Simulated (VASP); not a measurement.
# PbO2: single point with PBE

The system is PbO2.

```
CELL_PARAMETERS angstrom
5.06570 0.00000 0.00000
0.00000 5.06570 0.00000
0.00000 0.00000 3.44922
ATOMIC_POSITIONS crystal
Pb 0.00000 0.00000 0.00000
Pb 0.50000 0.50000 0.50000
O 0.30766 0.30766 0.00000
O 0.19234 0.80766 0.50000
O 0.80766 0.19234 0.50000
O 0.69234 0.69234 0.00000
```

```yaml
Program: VASP 6.6.1
Task: single point
Functional: PBE
Potentials_or_basis: VASP PAW PBE potentials, release 64 (Pb_d, O)
Cutoff: 600 eV
k_mesh: 4 × 4 × 6
Occupations: gaussian, width 0.1 eV
Spin: no spin polarisation
Dipole_correction: no
Further_INCAR_settings: ALGO = Normal; EDIFF = 1e-06; NBANDS = 35
```

| Property | Result |
| --- | --- |
| Pressure | 0.4 GPa |
| Largest force | 0.019 eV/Å |
| Band gap on the k mesh | 0.16 eV (least direct gap 0.52 eV) |

Forces in eV/Å, atoms in the order of the input:
```
Pb   0.000  0.000  0.000
Pb   0.000  0.000  0.000
O    0.013  0.013  0.000
O   -0.013  0.013  0.000
O    0.013 -0.013  0.000
O   -0.013 -0.013  0.000
```

Stress tensor (GPa, compression positive):
```
0.41 0.00 0.00
0.00 0.41 0.00
0.00 0.00 0.23
```

Levels at points of the mesh, in eV from the valence-band top:
| k point | band 22 | band 23 | band 24 | band 25 | band 26 | band 27 | band 28 | band 29 | band 30 | band 31 |
| --- | --- | --- | --- | --- | --- | --- | --- | --- | --- | --- |
| (0.00, 0.00, 0.00) | -0.68 | -0.57 | -0.57 | -0.48 | -0.48 | 0.16 | 3.96 | 5.81 | 5.81 | 9.62 |
| (0.50, 0.00, 0.00) | -1.20 | -0.60 | -0.60 | -0.29 | -0.29 | 2.17 | 2.17 | 6.40 | 6.40 | 9.48 |
| (0.50, 0.50, 0.00) | -1.40 | -0.62 | -0.62 | -0.38 | -0.38 | 2.56 | 2.56 | 6.60 | 6.60 | 9.84 |
| (0.00, 0.00, 0.50) | -1.89 | -0.95 | -0.95 | -0.66 | -0.66 | 3.47 | 3.47 | 8.69 | 8.69 | 9.50 |
| (0.50, 0.00, 0.50) | -0.95 | -0.64 | -0.64 | -0.19 | -0.19 | 3.75 | 3.75 | 7.12 | 7.12 | 9.72 |
| (0.50, 0.50, 0.50) | -1.83 | -0.56 | -0.56 | -0.41 | -0.41 | 2.61 | 2.61 | 8.22 | 8.22 | 9.52 |

It took 95 s on 1 thread of Intel Xeon 8259CL (shared host), peak memory 0.21 GiB.

Caveat: spin-orbit coupling is left out, which moves the levels of the heavy elements. A k mesh can miss the band edges.
